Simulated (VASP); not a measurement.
# SrIr: single point with PBE

The system is SrIr.

```
Sr Ir
1.0
     1.70783    0.98602    4.59277
    -1.70783    0.98602    4.59277
     0.00000   -1.97203    4.59277
Sr Ir
1 1
Direct
  0.50000 0.50000 0.50000
  0.00000 0.00000 0.00000
```

```
Program                : VASP 6.6.1
Task                   : single point
Functional             : PBE
Potentials or basis    : VASP PAW PBE potentials, release 64 (Sr_sv, Ir)
Cutoff                 : 520 eV
k mesh                 : 21 × 21 × 21
Occupations            : gaussian, width 0.1 eV
Spin                   : no spin polarisation
Dipole correction      : no
Further INCAR settings : ALGO = Normal; EDIFF = 1e-07; NBANDS = 16
```

| Property | Result |
| --- | --- |
| Pressure | 0.4 GPa |

Levels at points of the mesh, in eV from the Fermi level:
| k point | band 7 | band 8 | band 9 | band 10 | band 11 | band 12 | band 13 | band 14 |
| --- | --- | --- | --- | --- | --- | --- | --- | --- |
| (0.00, 0.00, 0.00) | -1.60 | -1.60 | -1.18 | -1.18 | 2.56 | 3.75 | 4.90 | 4.90 |

It took 7.8 min on 1 thread of Intel(R) Xeon(R) 6975P-C (Granite Rapids), with other jobs on the host, peak memory 0.85 GiB.

Caveat: spin-orbit coupling is left out, which moves the levels of the heavy elements.
